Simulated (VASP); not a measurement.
# Lu (Fm-3m) in VASP: a series of runs

The runs below take Lu through single point, with PBE.

Everything below comes from runs of VASP 6.6.1. Logs are shortened: lines on timing, memory, paths and dates and some standing lists are left out, and cuts for length are marked.

## 1. The cell of the first run

Symmetry: Fm-3m, No. 225, cubic system. The conventional cell has a = 4.432 Å, b = 4.432 Å, c = 4.432 Å, α = 90.00°, β = 90.00°, γ = 90.00°. Lu (site symmetry m-3m) has 12 Lu at 3.13 Å within 4.1 Å.

This isn't the form of Lu at room conditions, which is hcp.

## 2. Single point, PBE

Contents of INCAR:

```
SYSTEM = Lu
  ALGO = Normal
  EDIFF = 1E-6
  ENCUT = 600
  GGA = PE
  GGA_COMPAT = .False.
  ISIF = 2
  ISMEAR = -1
  LASPH = .True.
  LCHARG = .False.
  LREAL = .False.
  LWAVE = .False.
  NBANDS = 18
  NELM = 120
  PREC = Accurate
  SIGMA = 0.05
```

Contents of KPOINTS:

```
k-points
0
Gamma
  16 16 16
  0 0 0
```

Contents of POSCAR:

```
Lu
1.0
    0.0000000000      2.2160229662      2.2160229662
    2.2160229662      0.0000000000      2.2160229662
    2.2160229662      2.2160229662      0.0000000000
Lu
1
Direct
    0.0000000000      0.0000000000      0.0000000000
```

Potentials or basis: VASP PAW PBE potentials, release 64 (Lu).

The run is started by

```
cat potpaw_PBE.64/Lu/POTCAR > POTCAR
mpirun -np 1 vasp_std > vasp.out
```

OUTCAR:

```text
SYSTEM = Lu
   EDIFF = 1E-6
   ENCUT = 600
   GGA = PE
   ISIF = 2
   ISMEAR = -1
   LASPH = .True.
   LREAL = .False.
   NELM = 120
   PREC = Accurate

 ion  position               nearest neighbor table
   1  0.000  0.000  0.000-

  LATTYP: Found a face centered cubic cell.
 ALAT       =     4.4320459324

  Lattice vectors:

 A1 = (   0.0000000000,   2.2160229662,   2.2160229662)
 A2 = (   2.2160229662,   0.0000000000,   2.2160229662)
 A3 = (   2.2160229662,   2.2160229662,   0.0000000000)

Analysis of symmetry for initial positions (statically):
=====================================================================
 Subroutine PRICEL returns:
 Original cell was already a primitive cell.

 Routine SETGRP: Setting up the symmetry group for a
 face centered cubic supercell.

 Subroutine GETGRP returns: Found 48 space group operations
 (whereof 48 operations were pure point group operations)
 out of a pool of 48 trial point group operations.

The static configuration has the point symmetry O_h .

Analysis of symmetry for dynamics (positions and initial velocities):
=====================================================================
 Subroutine PRICEL returns:
 Original cell was already a primitive cell.

 Routine SETGRP: Setting up the symmetry group for a
 face centered cubic supercell.

 Subroutine GETGRP returns: Found 48 space group operations
 (whereof 48 operations were pure point group operations)
 out of a pool of 48 trial point group operations.

The dynamic configuration has the point symmetry O_h .

 Subroutine INISYM returns: Found 48 space group operations
 (whereof 48 operations are pure point group operations),
 and found     1 'primitive' translations

----------------------------------------------------------------------------------------

                                     Primitive cell

  volume of cell :      21.7647

  direct lattice vectors                    reciprocal lattice vectors
     0.000000000  2.216022966  2.216022966    -0.225629431  0.225629431  0.225629431
     2.216022966  0.000000000  2.216022966     0.225629431 -0.225629431  0.225629431
     2.216022966  2.216022966  0.000000000     0.225629431  0.225629431 -0.225629431

  length of vectors
     3.133929733  3.133929733  3.133929733     0.390801637  0.390801637  0.390801637

  position of ions in fractional coordinates (direct lattice)
     0.000000000  0.000000000  0.000000000

  ion indices of the primitive-cell ions
   primitive index   ion index
                 1           1

----------------------------------------------------------------------------------------

 KPOINTS: k-points

Automatic generation of k-mesh.
 Grid dimensions read from file:
 generate k-points for:   16   16   16

 Generating k-lattice:

  Cartesian coordinates                     Fractional coordinates (reciprocal lattice)
    -0.014101839  0.014101839  0.014101839     0.062500000  0.000000000  0.000000000
     0.014101839 -0.014101839  0.014101839     0.000000000  0.062500000  0.000000000
     0.014101839  0.014101839 -0.014101839     0.000000000  0.000000000  0.062500000

  Length of vectors
     0.024425102  0.024425102  0.024425102

  Shift w.r.t. Gamma in fractional coordinates (k-lattice)
     0.000000000  0.000000000  0.000000000

 Subroutine IBZKPT returns following result:
 ===========================================

 Found    145 irreducible k-points:

 Following reciprocal coordinates:
            Coordinates               Weight
  0.000000  0.000000  0.000000      1.000000
  0.062500  0.000000  0.000000      8.000000
  0.125000  0.000000  0.000000      8.000000
  0.187500  0.000000  0.000000      8.000000
  0.250000  0.000000  0.000000      8.000000
  0.312500  0.000000  0.000000      8.000000
[... 16 lines left out ...]
 -0.125000  0.062500  0.000000     24.000000
 -0.062500  0.062500  0.000000     12.000000
 [... further k-points ...]
   k-points           NKPTS =    145   k-points in BZ     NKDIM =    145   number of bands    NBANDS=     18
   number of dos      NEDOS =    301   number of ions     NIONS =      1
   total plane-waves  NPLWV =  21952
   dimension x,y,z NGX =    28 NGY =   28 NGZ =   28
   dimension x,y,z NGXF=    56 NGYF=   56 NGZF=   56
   ions per type =               1
   NGX,Y,Z   is equivalent  to a cutoff of  14.85, 14.85, 14.85 a.u.
   NGXF,Y,Z  is equivalent  to a cutoff of  29.71, 29.71, 29.71 a.u.
 SYSTEM =  Lu
   PREC   = accura    normal or accurate (medium, high low for compatibility)
   ISTART =      0    job   : 0-new  1-cont  2-samecut
   ICHARG =      2    charge: 1-file 2-atom 10-const
   ISPIN  =      1    spin polarized calculation?
   LNONCOLLINEAR =      F non collinear calculations
   LSORBIT =      F    spin-orbit coupling
   LASPH  =      T    aspherical Exc in radial PAW
   ENCUT  =  600.0 eV  44.10 Ry    6.64 a.u.   6.26  6.26  6.26*2*pi/ulx,y,z
   NELM   =    120;   NELMIN=  2; NELMDL= -5     # of ELM steps
   EDIFF  = 0.1E-05   stopping-criterion for ELM
   LREAL  =      F    real-space projection
   EDIFFG = 0.1E-04   stopping-criterion for IOM
   NSW    =      0    number of steps for IOM
   IBRION =     -1    ionic relax: 0-MD 1-quasi-New 2-CG
   NFREE  =      0    steps in history (QN), initial steepest desc. (CG)
   ISIF   =      2    stress and relaxation
   ISYM   =      2    0-nonsym 1-usesym 2-fastsym
   POTIM  = 0.5000    time-step for ionic-motion
   TEBEG  =    0.0;   TEEND  =   0.0 temperature during run
   PSTRESS=    0.0 pullay stress
   NELECT =      25.0000    total number of electrons
   NUPDOWN=      -1.0000    fix difference up-down
   EMIN   =  10.00;   EMAX   =-10.00  energy-range for DOS
   EFERMI =   0.00;   METHOD = LEGACY
   ISMEAR =    -1;   SIGMA  =   0.05  broadening in eV -4-tet -1-fermi 0-gaus
   EFERMI_NEDOS =   21; number of points for ismear=-14 and -15
   IALGO  =     38    algorithm
   IMIX   =      4    mixing-type and parameters
     AMIX     =   0.40;   BMIX     =  1.00
     AMIX_MAG =   1.60;   BMIX_MAG =  1.00
  volume/ion in A,a.u.               =      21.76       146.88
  Fermi-wavevector in a.u.,A,eV,Ry     =   1.714499  3.239933 39.994420  2.939507
  Thomas-Fermi vector in A             =   2.792046
   LORBIT       =      0    0 simple, 1 ext, 2 COOP (PROOUT), +10 PAW based schemes
   GGA     = PE    functional components
   LHFCALC =     F    Hartree Fock is set to
   AEXX    =    0.0000 exact exchange contribution
   IVDW    =     0    specifies the selected vdW correction
   LEPSILON=     F    determine dielectric tensor
   LRPA    =     F    only Hartree local field effects (RPA)
 non-spin polarized calculation
  energy-cutoff  :      600.00
  volume of cell :       21.76
 maximum number of plane-waves:       745
 NGX is ok and might be reduce to    28
   NGX = 13   NGY = 13   NGZ = 13

 number of electron      25.0000002 magnetization

 Free energy of the ion-electron system (eV)
  ---------------------------------------------------
  ext. energy  EPLUGINS =         0.00000000
  ---------------------------------------------------
  free energy    TOTEN  =        -4.10961009 eV

  energy without entropy =       -4.10184188  energy(sigma->0) =       -4.10572598

 E-fermi :   3.4982     XC(G=0): -12.1572

 val. band max:        3.4445109605   @ k =  -0.2500   0.3125   0.1250
 cond. band min:       3.5017047002   @ k =  -0.3125   0.4375   0.1875
 fundamental gap:      0.0571937397
 Fermi energy:         3.4982225761

 k-point     1 :       0.0000    0.0000    0.0000
  band No.  band energies     occupation
      1     -52.2135      2.00000
      2     -22.3306      2.00000
      3     -22.3306      2.00000
      4     -22.3306      2.00000
      5      -3.2449      2.00000
      6      -1.2350      2.00000
[... 10 lines left out ...]
     17       9.3232      0.00000
     18      15.1512      0.00000

 k-point     2 :       0.0625    0.0000    0.0000
  band No.  band energies     occupation
      1     -52.2094      2.00000
      2     -22.3839      2.00000
      3     -22.3369      2.00000
      4     -22.3369      2.00000
      5      -3.0911      2.00000
      6      -1.2312      2.00000
[... 10 lines left out ...]
     17       9.2238      0.00000
     18      15.4989      0.00000

 k-point     3 :       0.1250    0.0000    0.0000
  band No.  band energies     occupation
      1     -52.1976      2.00000
      2     -22.5328      2.00000
      3     -22.3546      2.00000
      4     -22.3546      2.00000
      5      -2.6503      2.00000
      6      -1.2204      2.00000
[... 10 lines left out ...]
     17       9.0155      0.00000
     18      16.3096      0.00000

 k-point     4 :       0.1875    0.0000    0.0000
  band No.  band energies     occupation
      1     -52.1800      2.00000
      2     -22.7489      2.00000
      3     -22.3810      2.00000
      4     -22.3810      2.00000
      5      -1.9851      2.00000
      6      -1.2039      2.00000
[... 10 lines left out ...]
     17       8.9389      0.00000
     18      16.0812      0.00000

 k-point     5 :       0.2500    0.0000    0.0000
  band No.  band energies     occupation
      1     -52.1591      2.00000
      2     -22.9942      2.00000
      3     -22.4119      2.00000
      4     -22.4119      2.00000
      5      -1.2441      2.00000
      6      -1.1658      2.00000
[... 10 lines left out ...]
     17       9.2452      0.00000
     18      15.2450      0.00000

 k-point     6 :       0.3125    0.0000    0.0000
  band No.  band energies     occupation
      1     -52.1381      2.00000
      2     -23.2301      2.00000
      3     -22.4426      2.00000
      4     -22.4426      2.00000
      5      -1.1950      2.00000
      6      -1.1111      2.00000
[... 10 lines left out ...]
     17       9.9253      0.00000
     18      14.5986      0.00000

 k-point     7 :       0.3750    0.0000    0.0000
  band No.  band energies     occupation
      1     -52.1202      2.00000
      2     -23.4234      2.00000
      3     -22.4684      2.00000
      4     -22.4684      2.00000
      5      -1.1997      2.00000
      6      -1.1100      2.00000
[... 10 lines left out ...]
     17      10.7728      0.00000
     18      14.2513      0.00000

 k-point     8 :       0.4375    0.0000    0.0000
  band No.  band energies     occupation
      1     -52.1083      2.00000
      2     -23.5495      2.00000
      3     -22.4856      2.00000
      4     -22.4856      2.00000
      5      -1.2048      2.00000
      6      -1.1224      2.00000
[... 10 lines left out ...]
     17      11.5227      0.00000
     18      14.2966      0.00000
[... 229 lines left out ...]
     17      11.6282      0.00000
     18      14.5026      0.00000

 k-point    20 :      -0.3125    0.0625    0.0000
  band No.  band energies     occupation
      1     -52.1294      2.00000
      2     -23.2936      2.00000
      3     -22.5042      2.00000
      4     -22.4408      2.00000
      5      -1.1918      2.00000
      6      -1.1072      2.00000
[... 10 lines left out ...]
     17      10.8787      0.00000
     18      14.7793      0.00000

 k-point    21 :      -0.2500    0.0625    0.0000
  band No.  band energies     occupation
      1     -52.1493      2.00000
      2     -23.0763      2.00000
      3     -22.4748      2.00000
      4     -22.4082      2.00000
      5      -1.1917      2.00000
      6      -1.1295      2.00000
[... 10 lines left out ...]
     17      10.1025      0.00000
     18      15.3467      0.00000

 k-point    22 :      -0.1875    0.0625    0.0000
  band No.  band energies     occupation
      1     -52.1703      2.00000
      2     -22.8396      2.00000
      3     -22.4393      2.00000
      4     -22.3773      2.00000
      5      -1.6131      2.00000
      6      -1.1940      2.00000
[... 10 lines left out ...]
     17       9.5421      0.00000
     18      16.1275      0.00000

 k-point    23 :      -0.1250    0.0625    0.0000
  band No.  band energies     occupation
      1     -52.1890      2.00000
      2     -22.6202      2.00000
      3     -22.4021      2.00000
      4     -22.3527      2.00000
      5      -2.3229      2.00000
      6      -1.2120      2.00000
[... 10 lines left out ...]
     17       9.3128      0.00000
     18      16.7851      0.00000

 k-point    24 :      -0.0625    0.0625    0.0000
  band No.  band energies     occupation
      1     -52.2027      2.00000
      2     -22.4582      2.00000
      3     -22.3661      2.00000
      4     -22.3385      2.00000
      5      -2.8413      2.00000
      6      -1.2251      2.00000
[... 10 lines left out ...]
     17       9.2921      0.00000
     18      16.0357      0.00000

 [... further k-points ...]

------------------------ aborting loop because EDIFF is reached ----------------------------------------

  FORCE on cell =-STRESS in cart. coord.  units (eV):
  Direction    XX          YY          ZZ          XY          YZ          ZX
  --------------------------------------------------------------------------------------
  -------------------------------------------------------------------------------------
  Total        2.8018566      2.8018566      2.8018566      0.0000000      0.0000000     -0.0000000
  in kB      206.2546391    206.2546391    206.2546391      0.0000000      0.0000000     -0.0000000
  external PRESSURE =     206.2546391 kB  Pullay stress =       0.0000000 kB

 VOLUME and BASIS-vectors are now :
 -----------------------------------------------------------------------------
  energy-cutoff  :      600.00
  volume of cell :       21.76
      direct lattice vectors                 reciprocal lattice vectors
     0.000000000  2.216022966  2.216022966    -0.225629431  0.225629431  0.225629431
     2.216022966  0.000000000  2.216022966     0.225629431 -0.225629431  0.225629431
     2.216022966  2.216022966  0.000000000     0.225629431  0.225629431 -0.225629431

 POSITION                                       TOTAL-FORCE (eV/Angst)
 -----------------------------------------------------------------------------------
      0.00000      0.00000      0.00000         0.000000      0.000000      0.000000
 -----------------------------------------------------------------------------------
    total drift:                               -0.000000     -0.000000     -0.000000

  FREE ENERGIE OF THE ION-ELECTRON SYSTEM (eV)
  ---------------------------------------------------
  free  energy   TOTEN  =        -4.1096100859 eV

  energy  without entropy=       -4.1018418793  energy(sigma->0) =       -4.10572598
```

Wall time 30 s (1 thread of Intel Xeon 6975P-C (Granite Rapids), shared host); peak memory 0.22 GiB.

Results:

- Free energy: -4.1096 eV
- Pressure: 20.6 GPa
- Band gap on the k mesh: zero (an odd number of electrons rules out a gap without spin polarisation)

Caveat: the cell stands under pressure; spin-orbit coupling is left out, which moves the levels of the heavy elements.

## 3. Single point, PBE

This run uses another cell than the first one, of 28.98 Å³/atom.

Contents of INCAR:

```
SYSTEM = Lu
PREC = Accurate
ENCUT = 600
EDIFF = 1E-6
ISMEAR = -1
SIGMA = 0.05
LREAL = .False.
LASPH = .True.
NELM = 120
ALGO = Normal
ISIF = 2
LWAVE = .False.
LCHARG = .False.
GGA = PE
NBANDS = 18
GGA_COMPAT = .False.
```

Contents of KPOINTS:

```
regular mesh
0
Gamma
  16 16 16
  0 0 0
```

Contents of POSCAR:

```
Lu
1.0
    0.0000000000      2.4378345750      2.4378345750
    2.4378345750      0.0000000000      2.4378345750
    2.4378345750      2.4378345750      0.0000000000
Lu
1
Direct
    0.0000000000      0.0000000000      0.0000000000
```

Potentials or basis: VASP PAW PBE potentials, release 64 (Lu).

The run is started by

```
cat potpaw_PBE.64/Lu/POTCAR > POTCAR
mpirun -np 1 vasp_std > vasp.out
```

Run time: 30 s. Hardware: 1 thread of Intel Xeon 6975P-C (Granite Rapids), shared host; peak memory 0.24 GiB.

Results (log left out):

* Free energy: -4.4853 eV
* Pressure: 0.2 GPa
* Band gap on the k mesh: zero (an odd number of electrons rules out a gap without spin polarisation)

Levels at points of the mesh, in eV from the Fermi level:
```csv
k point,band 8,band 9,band 10,band 11,band 12,band 13,band 14,band 15,band 16,band 17
"(0.00, 0.00, 0.00)",-4.97,-4.97,-4.90,-4.90,-4.90,2.25,2.25,2.25,4.64,4.64
"(0.50, 0.00, 0.00)",-4.93,-4.91,-4.91,-4.89,-2.60,0.33,2.04,2.04,6.41,6.41
"(0.50, 0.50, 0.00)",-4.95,-4.93,-4.93,-4.92,-2.04,-0.83,1.93,6.43,6.93,6.93
```

Caveat: spin-orbit coupling is left out, which moves the levels of the heavy elements.
